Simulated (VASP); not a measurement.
Set up this calculation in VASP 6.6.1, as the native input.

- Task: electric field gradients
- Functional: r2SCAN
- Potentials or basis: VASP PAW PBE potentials, release 64 (Cu)
- Cutoff: 520 eV
- k mesh: 17 × 17 × 17
- Occupations: fermi-dirac, width 0.05 eV
- Spin: no spin polarisation
- Dipole correction: no
- Further INCAR settings: ALGO = Normal; EDIFF = 1e-08; NBANDS = 12

Crystal: Cu.

```
Cu
1.0
     0.00000    1.75839    1.75839
     1.75839    0.00000    1.75839
     1.75839    1.75839    0.00000
Cu
1
Direct
  0.00000 0.00000 0.00000
```

The input as run:

POSCAR

```
Cu
1.0
    0.0000000000      1.7583922687      1.7583922687
    1.7583922687      0.0000000000      1.7583922687
    1.7583922687      1.7583922687      0.0000000000
Cu
1
Direct
    0.0000000000      0.0000000000      0.0000000000
```

INCAR.step1

```
PREC = Accurate ; ENCUT = 520
ISMEAR = -1 ; SIGMA = 0.05
LREAL = F ; LASPH = T
NELM = 80 ; NBANDS = 12
GGA = PE ; ALGO = Normal
EDIFF = 1E-4 ; LWAVE = T
LCHARG = F
```

INCAR.step2

```
PREC = Accurate ; ENCUT = 520
EDIFF = 1E-8 ; ISMEAR = -1
SIGMA = 0.05 ; LREAL = F
LASPH = T ; NELM = 80
ALGO = Normal ; ISIF = 2
LWAVE = F ; LCHARG = F
METAGGA = R2SCAN ; LMIXTAU = T
LEFG = T ; NBANDS = 12
ISTART = 1
```

KPOINTS

```
regular mesh
0
Gamma
  17 17 17
```

Potentials or basis: VASP PAW PBE potentials, release 64 (Cu).

The run is started by

```console
$ cat potpaw_PBE.64/Cu/POTCAR > POTCAR
$ cp INCAR.step1 INCAR
$ mpirun -np 1 vasp_std > vasp.out
$ cp INCAR.step2 INCAR
$ mpirun -np 1 vasp_std > vasp.out
```

It gave:

```
Pressure                                : 10.0 GPa
Band gap on the k mesh                  : zero (an odd number of electrons rules out a gap without spin polarisation)
Largest electric field gradient by atom : zero within the noise of the run
```

Caveat: the cell stands under pressure; the PAW data sets were made with another functional, which shifts forces and pressure a little.

It took 77 s on 1 thread of Intel(R) Xeon(R) Platinum 8259CL CPU @ 2.50GHz (Skylake/Cascade Lake) (shared host), peak memory 0.14 GiB.
